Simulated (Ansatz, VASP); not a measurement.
# Two plane-wave programs on TiSi6

```
Ti Si
1.0
     7.27311    0.00000    0.00000
    -3.63655    6.29870    0.00000
     0.00000    0.00000    2.65730
Ti Si
1 6
Cartesian
  0.0000 0.0000 0.0000
  -1.2210 2.1148 1.3287
  2.4156 4.1839 1.3287
  2.4419 0.0000 1.3287
  -2.4156 4.1839 1.3287
  1.2210 2.1148 1.3287
  4.8312 0.0000 1.3287
```

Change from the starting cell: species swapped into the LiC6 type (P6/mmm, No. 191).

Alike in both runs: functional PBE; k mesh 3 × 3 × 6; occupations gaussian, width 0.1 eV; no spin polarisation.

Ansatz relaxed the structure, and its values are those at the end. VASP's run is a single point on that final structure, the one shown.

```csv
,VASP,Ansatz
version,VASP 6.6.1,Ansatz 0.2.0
potentials or method,"VASP PAW PBE potentials, release 64 (Ti_sv, Si), cutoff 520 eV","scalar-relativistic, plane waves, PAW"
valence electrons in the cell,36,36
```

```tsv
	VASP	Ansatz	Ansatz less VASP
gap on the k mesh at the Fermi level (eV)	none	none	-
pressure (GPa)	0.0	0.0	+0.05
```

A gap of «none» marks a metal or a gap that the smearing closes. The functional is the same, so the differences come from potentials, cutoffs and numerics.

The k mesh is coarse, so the values compare programs but aren't converged.
